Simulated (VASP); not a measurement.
Here is a VASP 6.6.1 calculation.

The input INCAR:

```
SYSTEM = NiGe3
PREC = Accurate
ENCUT = 520
EDIFF = 1E-6
ISMEAR = 0
SIGMA = 0.1
LREAL = .False.
LASPH = .True.
NELM = 100
ALGO = Normal
ISIF = 2
LWAVE = .False.
LCHARG = .True.
GGA = PE
LELF = .True.
LVHAR = .True.
NBANDS = 34
```

The input KPOINTS:

```
Automatic mesh
0
Gamma
  6 6 6
  0 0 0
```

The input POSCAR:

```
NiGe3
1.0
    4.0326394089      0.0000000000      0.0000000000
    0.0000000000      4.0326394089      0.0000000000
    0.0000000000      0.0000000000      4.0326394089
Ge Ni
3 1
Direct
    0.0000000000      0.5000000000      0.5000000000
    0.5000000000      0.0000000000      0.5000000000
    0.5000000000      0.5000000000      0.0000000000
    0.0000000000      0.0000000000      0.0000000000
```

Potentials or basis: VASP PAW PBE potentials, release 64 (Ge_d, Ni).

Command:

```console
$ cat potpaw_PBE.64/Ge_d/POTCAR potpaw_PBE.64/Ni/POTCAR > POTCAR
$ mpirun -np 1 vasp_std > vasp.out
```

(1) What does it give for the pressure?

(2) Predict the band gap on the k mesh.

## Answers

(1) 0.5 GPa.

(2) zero (band 26 reaches 7.68 eV, above the bottom of band 27 at 6.78 eV).
